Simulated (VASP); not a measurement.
A run of VASP 6.6.1 is set up as follows.

Contents of INCAR:

```
PREC     = Accurate       # precision mode
ENCUT    = 600            # plane-wave cutoff, eV
EDIFF    = 1E-6           # SCF threshold, eV
ISMEAR   = 0              # smearing method
SIGMA    = 0.01           # smearing width, eV
LREAL    = False          # projectors in reciprocal space
LASPH    = True           # aspherical terms in the spheres
NELM     = 100            # most SCF steps
ALGO     = Normal         # electronic algorithm
ISIF     = 3              # what is computed and relaxed
LWAVE    = False          # write WAVECAR
LCHARG   = False          # write CHGCAR
GGA      = PE             # functional
IBRION   = 2              # ionic algorithm
NSW      = 100            # ionic steps
EDIFFG   = -0.002         # ionic threshold
```

KPOINTS

```
regular mesh
0
Gamma
  10 10 10
```

File POSCAR:

```
GaAs
1.0
    0.0000000000      2.8750910500      2.8750910500
    2.8750910500      0.0000000000      2.8750910500
    2.8750910500      2.8750910500      0.0000000000
Ga As
1 1
Direct
    0.0000000000      0.0000000000      0.0000000000
    0.7500000000      0.7500000000      0.7500000000
```

Potentials or basis: VASP PAW PBE potentials, release 64 (Ga_d, As).

The run is started by

```bash
$ cat potpaw_PBE.64/Ga_d/POTCAR potpaw_PBE.64/As/POTCAR > POTCAR
$ mpirun -np 1 vasp_std > vasp.out
```

Problem. What does it give for the band gap on the k mesh?

Solution. 0.15 eV, direct.

Problem. Estimate the relaxed cell.

Solution. a = 4.066 Å, b = 4.066 Å, c = 4.066 Å, α = 60.00°, β = 60.00°, γ = 60.00°.

Final structure:
```xyz
2
Lattice="0.0000 2.8749 2.8749 2.8749 0.0000 2.8749 2.8749 2.8749 0.0000" Properties=species:S:1:pos:R:3 pbc="T T T"
Ga    0.0000    0.0000    0.0000
As    4.3124    4.3124    4.3124
```
